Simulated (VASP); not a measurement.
# Sb (Pm-3m) in VASP: a series of runs, part 2 of 2

VASP 6.6.1.

## 3. Single point, PBEsol, non-collinear spin, zero start, spin-orbit coupling

INCAR reads:

```
PREC = Accurate
ENCUT = 520
EDIFF = 1E-7
ISMEAR = -1
SIGMA = 0.05
LREAL = F
LASPH = T
NELM = 150
ALGO = Normal
ISIF = 2
LWAVE = F
LCHARG = T
LNONCOLLINEAR = T
MAGMOM = 0 0 0
LORBIT = 11
LSORBIT = T
GGA_COMPAT = F
LORBMOM = T
GGA = PS
LVHAR = T
NBANDS = 16
```

KPOINTS reads:

```
Automatic mesh
0
Gamma
  12 12 12
```

POSCAR reads:

```
Sb
1.0
    3.0833436100      0.0000000000      0.0000000000
    0.0000000000      3.0833436100      0.0000000000
    0.0000000000      0.0000000000      3.0833436100
Sb
1
Direct
    0.0000000000      0.0000000000      0.0000000000
```

Potentials or basis: VASP PAW PBE potentials, release 64 (Sb).

Run with:

```bash
cat potpaw_PBE.64/Sb/POTCAR > POTCAR
mpirun -np 1 vasp_ncl > vasp.out
```

OUTCAR:

```text
PREC = Accurate
   ENCUT = 520
   EDIFF = 1E-7
   ISMEAR = -1
   LREAL = F
   LASPH = T
   NELM = 150
   ISIF = 2
   LNONCOLLINEAR = T
   LORBIT = 11
   LSORBIT = T
   GGA = PS

 ion  position               nearest neighbor table
   1  0.000  0.000  0.000-

  LATTYP: Found a simple cubic cell.
 ALAT       =     3.0833436100

  Lattice vectors:

 A1 = (   3.0833436100,   0.0000000000,   0.0000000000)
 A2 = (   0.0000000000,   3.0833436100,   0.0000000000)
 A3 = (   0.0000000000,   0.0000000000,   3.0833436100)

Analysis of symmetry for initial positions (statically):
=====================================================================
 Subroutine PRICEL returns:
 Original cell was already a primitive cell.

 Routine SETGRP: Setting up the symmetry group for a
 simple cubic supercell.

 Subroutine GETGRP returns: Found 48 space group operations
 (whereof 48 operations were pure point group operations)
 out of a pool of 48 trial point group operations.

The static configuration has the point symmetry O_h .

Analysis of symmetry for dynamics (positions and initial velocities):
=====================================================================
 Subroutine PRICEL returns:
 Original cell was already a primitive cell.

 Routine SETGRP: Setting up the symmetry group for a
 simple cubic supercell.

 Subroutine GETGRP returns: Found 48 space group operations
 (whereof 48 operations were pure point group operations)
 out of a pool of 48 trial point group operations.

The dynamic configuration has the point symmetry O_h .

Analysis of structural, dynamic, and magnetic symmetry:
=====================================================================
 Subroutine PRICEL returns:
 Original cell was already a primitive cell.

 Routine SETGRP: Setting up the symmetry group for a
 simple cubic supercell.

[... 622 lines left out ...]
  Total       -0.1991867     -0.1991867     -0.1991867      0.0000000      0.0000000     -0.0000000
  in kB      -10.8869232    -10.8869232    -10.8869232      0.0000000      0.0000000     -0.0000000
  external PRESSURE =     -10.8869232 kB  Pullay stress =       0.0000000 kB

 VOLUME and BASIS-vectors are now :
 -----------------------------------------------------------------------------
  energy-cutoff  :      520.00
  volume of cell :       29.31
      direct lattice vectors                 reciprocal lattice vectors
     3.083343610  0.000000000  0.000000000     0.324323243  0.000000000  0.000000000
     0.000000000  3.083343610  0.000000000     0.000000000  0.324323243  0.000000000
     0.000000000  0.000000000  3.083343610     0.000000000  0.000000000  0.324323243

 POSITION                                       TOTAL-FORCE (eV/Angst)
 -----------------------------------------------------------------------------------
      0.00000      0.00000      0.00000         0.000000      0.000000      0.000000
 -----------------------------------------------------------------------------------
    total drift:                               -0.000000      0.000000      0.000000

  FREE ENERGIE OF THE ION-ELECTRON SYSTEM (eV)
  ---------------------------------------------------
  free  energy   TOTEN  =        -4.5852767458 eV

  energy  without entropy=       -4.5784095135  energy(sigma->0) =       -4.58184313

 orbital moment (x)

 # of ion     p       d       tot
 ----------------------------------------
  1         0.000   0.000   0.000
 ----------------------------------------
            0.000   0.000   0.000

 orbital moment (y)

 # of ion     p       d       tot
 ----------------------------------------
  1        -0.000  -0.000  -0.000
 ----------------------------------------
           -0.000  -0.000  -0.000

 orbital moment (z)

 # of ion     p       d       tot
 ----------------------------------------
  1         0.000   0.000   0.000
 ----------------------------------------
            0.000   0.000   0.000

 Spin-Orbit-Coupling matrix elements

 Ion:    1  E_soc:     -0.1329455
 l=   1
     0.0000000    -0.0220234    -0.0220234
    -0.0220234     0.0000000    -0.0220234
    -0.0220234    -0.0220234     0.0000000
 l=   2
     0.0000000    -0.0000169     0.0000000    -0.0000169    -0.0001173
    -0.0000169     0.0000000    -0.0000880    -0.0000169    -0.0000293
     0.0000000    -0.0000880     0.0000000    -0.0000880     0.0000000
    -0.0000169    -0.0000169    -0.0000880     0.0000000    -0.0000293
    -0.0001173    -0.0000293     0.0000000    -0.0000293     0.0000000
 l=   3
     0.0000000     0.0000000     0.0000000     0.0000000     0.0000000     0.0000000     0.0000000
     0.0000000     0.0000000     0.0000000     0.0000000     0.0000000     0.0000000     0.0000000
     0.0000000     0.0000000     0.0000000     0.0000000     0.0000000     0.0000000     0.0000000
     0.0000000     0.0000000     0.0000000     0.0000000     0.0000000     0.0000000     0.0000000
     0.0000000     0.0000000     0.0000000     0.0000000     0.0000000     0.0000000     0.0000000
     0.0000000     0.0000000     0.0000000     0.0000000     0.0000000     0.0000000     0.0000000
     0.0000000     0.0000000     0.0000000     0.0000000     0.0000000     0.0000000     0.0000000

 total charge

# of ion       s       p       d       tot
------------------------------------------
    1        1.214   1.126   0.038   2.377

 magnetization (x)

# of ion       s       p       d       tot
------------------------------------------
    1       -0.000   0.000   0.000  -0.000

 magnetization (y)

# of ion       s       p       d       tot
------------------------------------------
    1        0.000   0.000   0.000   0.000

 magnetization (z)

# of ion       s       p       d       tot
------------------------------------------
    1       -0.000   0.000   0.000  -0.000
```

OSZICAR:

```text
N       E                     dE             d eps       ncg     rms          rms(c)
DAV:   1     0.119503818300E+02    0.11950E+02   -0.16623E+03  2688   0.476E+02
DAV:   2    -0.390141654772E+01   -0.15852E+02   -0.14976E+02  3832   0.880E+01
DAV:   3    -0.458211429618E+01   -0.68070E+00   -0.67505E+00  3288   0.170E+01
DAV:   4    -0.458705024259E+01   -0.49359E-02   -0.49355E-02  3256   0.181E+00
DAV:   5    -0.458710674098E+01   -0.56498E-04   -0.56499E-04  3344   0.200E-01    0.227E+00
DAV:   6    -0.458604743877E+01    0.10593E-02   -0.20761E-04  3272   0.116E-01    0.136E+00
DAV:   7    -0.458541779721E+01    0.62964E-03   -0.15726E-04  3152   0.952E-02    0.803E-01
DAV:   8    -0.458527004975E+01    0.14775E-03   -0.12436E-04  3096   0.817E-02    0.396E-02
DAV:   9    -0.458527658504E+01   -0.65353E-05   -0.91107E-06  3264   0.205E-02    0.270E-03
DAV:  10    -0.458527678642E+01   -0.20138E-06   -0.33667E-07  3272   0.391E-03    0.107E-03
DAV:  11    -0.458527674575E+01    0.40665E-07   -0.57686E-08  2904   0.148E-03
   1 F= -.45852767E+01 E0= -.45818431E+01  d E =-.686723E-02  mag=     0.0000     0.0000     0.0000
```

stdout:

```text
POSCAR found type information on POSCAR Sb
 POSCAR found :  1 types and       1 ions
 scaLAPACK will be used
 -----------------------------------------------------------------------------
|                                                                             |
|                                                                             |
|     You enforced a specific xc type in the INCAR file but a different       |
|     I HOPE YOU KNOW WHAT YOU ARE DOING!                                     |
|                                                                             |
 -----------------------------------------------------------------------------

 LDA part: xc-table for (Slater+PW92), standard interpolation
 POSCAR, INCAR and KPOINTS ok, starting setup
 FFT: planning ... GRIDC
 FFT: planning ... GRID_SOFT
 FFT: planning ... GRID
 WAVECAR not read
 entering main loop
```

Wall time 19 s (1 thread of Intel Xeon 6975P-C (Granite Rapids), shared host); peak memory 0.23 GiB.

What came out:

```
Free energy                                           : -4.5853 eV
Pressure                                              : -1.1 GPa
Net moment                                            : 0.00 μB per cell
Valence electrons inside the program's atomic spheres : Sb 2.38
```

Moments on the atoms (μB; x, y, z):
```
Sb  0.00 0.00 0.00
```

Caveat: the PAW data sets were made with another functional, which shifts forces and pressure a little.

## 4. Single point, PBEsol (volume scaled by 0.9405)

INCAR reads:

```
SYSTEM = Sb
  PREC = Accurate
  ENCUT = 520
  EDIFF = 1E-7
  ISMEAR = -1
  SIGMA = 0.05
  LREAL = .False.
  LASPH = .True.
  NELM = 80
  ALGO = Normal
  ISIF = 2
  LWAVE = .False.
  LCHARG = .True.
  GGA = PS
  LELF = .True.
  LVHAR = .True.
  NBANDS = 8
```

KPOINTS reads:

```
Automatic mesh
0
Gamma
  12 12 12
  0 0 0
```

POSCAR reads:

```
Sb
1.0
    3.0209360058      0.0000000000      0.0000000000
    0.0000000000      3.0209360058      0.0000000000
    0.0000000000      0.0000000000      3.0209360058
Sb
1
Direct
    0.0000000000      0.0000000000      0.0000000000
```

Run with:

```bash
cat potpaw_PBE.64/Sb/POTCAR > POTCAR
mpirun -np 1 vasp_std > vasp.out
```

Wall time 11 s (1 thread of Intel Xeon 6975P-C, shared host); peak memory 0.15 GiB.

Results (log left out):

```yaml
Free_energy: -4.5124 eV
Pressure: 2.8 GPa
```

Levels at points of the mesh, in eV from the Fermi level:
```tsv
k point	band 1	band 2	band 3	band 4	band 5	band 6	band 7
(0.00, 0.00, 0.00)	-13.14	3.36	3.36	3.36	6.93	6.93	8.53
(0.50, 0.00, 0.00)	-10.41	-6.26	5.64	5.64	9.19	10.63	11.40
(0.50, 0.50, 0.00)	-7.49	-4.01	-4.01	1.72	8.02	13.37	13.37
(0.50, 0.50, 0.50)	-4.16	-1.87	-1.87	-1.87	4.60	4.60	4.60
```

Caveat: the PAW data sets were made with another functional, which shifts forces and pressure a little; spin-orbit coupling is left out, which moves the levels of the heavy elements.

## 5. Overview

```tsv
level	spin	cell	gap on the mesh (eV)	pressure (GPa)
PBE	off	a = 3.083 Å, 1 atom	none	1.5
PBEsol	non-collinear, zero start, SOC	a = 3.083 Å, 1 atom	-	-1.1
PBEsol	off	a = 3.021 Å, 1 atom	none	2.8
```

Alike in all rows: task single point; potentials or basis VASP PAW PBE potentials, release 64 (Sb); k mesh 12 × 12 × 12; cutoff (eV) 520; smearing fermi-dirac 0.05 eV.

Caveats: spin-orbit coupling is left out, which moves the levels of the heavy elements (some runs); the PAW data sets were made with another functional, which shifts forces and pressure a little (some runs).

Absolute energies hang on the potentials; compare differences alone.
